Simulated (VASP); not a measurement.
Wanted: the native input for a VASP 6.6.1 run.

* Task: single point
* Functional: PBEsol
* Potentials or basis: VASP PAW PBE potentials, release 64 (Nb_sv)
* Cutoff: 520 eV
* k mesh: 12 × 12 × 1
* Occupations: fermi-dirac, width 0.1 eV
* Spin: no spin polarisation
* Dipole correction: yes
* Further INCAR settings: ALGO = Normal; EDIFF = 1e-06; NBANDS = 40

The structure of Nb lies in POSCAR:

```
Nb
1.0
    2.8349627735      0.0000000000      0.0000000000
   -0.9449875912      2.6728285354      0.0000000000
    0.0000000000      0.0000000000     25.2589000000
Nb
5
Direct
    0.0000000000      0.0000000000      0.3202464692
    0.5000000000      0.5000000000      0.4082178150
    0.0000000000      0.0000000000      0.5000000007
    0.5000000000      0.5000000000      0.5917821840
    0.0000000000      0.0000000000      0.6797535311
```

One way to write it, as run:

INCAR

```
  PREC = Accurate
  ENCUT = 520
  EDIFF = 1E-6
  ISMEAR = -1
  SIGMA = 0.1
  LREAL = F
  LASPH = T
  NELM = 60
  ALGO = Normal
  ISIF = 2
  LWAVE = F
  LCHARG = F
  LDIPOL = T
  IDIPOL = 3
  DIPOL = 0.5 0.5 0.500
  GGA = PS
  NBANDS = 40
```

KPOINTS

```
Automatic mesh
0
Gamma
  12 12 1
```

Potentials or basis: VASP PAW PBE potentials, release 64 (Nb_sv).

Command:

```console
$ cat potpaw_PBE.64/Nb_sv/POTCAR > POTCAR
$ mpirun -np 1 vasp_std > vasp.out
```

Results of the run:

* Largest force: 0.010 eV/Å
* Band gap on the k mesh: zero (an odd number of electrons rules out a gap without spin polarisation)

Caveat: the PAW data sets were made with another functional, which shifts forces and pressure a little.

Run time: 8.4 min on 1 thread of Oxide Virtual Turin-like Processor, with other jobs on the host, peak memory 0.42 GiB.
